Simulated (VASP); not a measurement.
A run of VASP 6.6.1:

The input INCAR:

```
SYSTEM = Zr
ALGO     = Normal         ! electronic algorithm
EDIFF    = 1E-6           ! SCF threshold, eV
ENCUT    = 520            ! plane-wave cutoff, eV
GGA      = PE             ! functional
ISIF     = 2              ! what is computed and relaxed
ISMEAR   = -1             ! smearing method
ISPIN    = 2              ! spin polarisation
LASPH    = .True.         ! aspherical terms in the spheres
LCHARG   = .True.         ! write CHGCAR
LELF     = .True.         ! ELF
LMAXMIX  = 4              ! l up to which the mixer works
LORBIT   = 11             ! projections on sites
LREAL    = .False.        ! projectors in reciprocal space
LVHAR    = .True.       
LWAVE    = .False.        ! write WAVECAR
MAGMOM   = 1 1 1          ! initial moments
NBANDS   = 29             ! bands
NELM     = 150            ! most SCF steps
PREC     = Accurate       ! precision mode
SIGMA    = 0.05           ! smearing width, eV
```

KPOINTS

```
k-points
0
Gamma
  8 8 11
  0 0 0
```

The input POSCAR:

```
Zr
1.0
    4.8319294698      0.0000000000      0.0000000000
   -2.4159647349      4.1845736701      0.0000000000
    0.0000000000      0.0000000000      3.0162743238
Zr
3
Direct
    1.0000000000      0.0000000000      0.0000000000
    0.3333333333      0.6666666667      0.5000000000
    0.6666666667      0.3333333333      0.5000000000
```

Potentials or basis: VASP PAW PBE potentials, release 64 (Zr_sv).

Command:

```console
$ cat potpaw_PBE.64/Zr_sv/POTCAR > POTCAR
$ mpirun -np 1 vasp_std > vasp.out
```

Hardware: 1 thread of AMD EPYC 7R43 64-Core Processor (Zen 3), with other jobs on the host.

**Question.** How long does it take, and how much memory?

**Answer.** It took 4.9 min on 1 thread of AMD EPYC 7R43 64-Core Processor (Zen 3), on a shared host, peak memory 0.25 GiB. Counts: scf iterations 14, k points 60.
